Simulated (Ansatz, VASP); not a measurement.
# CaSe in VASP and in Ansatz

```xyz
2
Lattice="0.0000 3.0045 3.0045 3.0045 0.0000 3.0045 3.0045 3.0045 0.0000" Properties=species:S:1:pos:R:3 pbc="T T T"
Ca    0.0000    0.0000    0.0000
Se    3.0045    3.0045    3.0045
```

Change from the starting cell: volume scaled by 1.05.

Alike in both runs: task single point; functional PBE; k mesh 7 × 7 × 7; occupations fermi-dirac, width 0.01 eV; no spin polarisation.

|  | VASP | Ansatz |
| --- | --- | --- |
| version | VASP 6.6.1 | Ansatz 0.2.0 |
| potentials or method | VASP PAW PBE potentials, release 64 (Ca_sv, Se), cutoff 520 eV | all-electron LAPW, scalar-relativistic |

VASP gave:

```
gap on the k mesh at the Fermi level (eV) : 2.19
pressure (GPa)                            : -1.0
```

Question: What did Ansatz give for the same quantities?

Answer: gap on the k mesh at the Fermi level (eV): 2.20; pressure (GPa): -1.2.

Ansatz ran all-electron here, and VASP with PAW potentials.
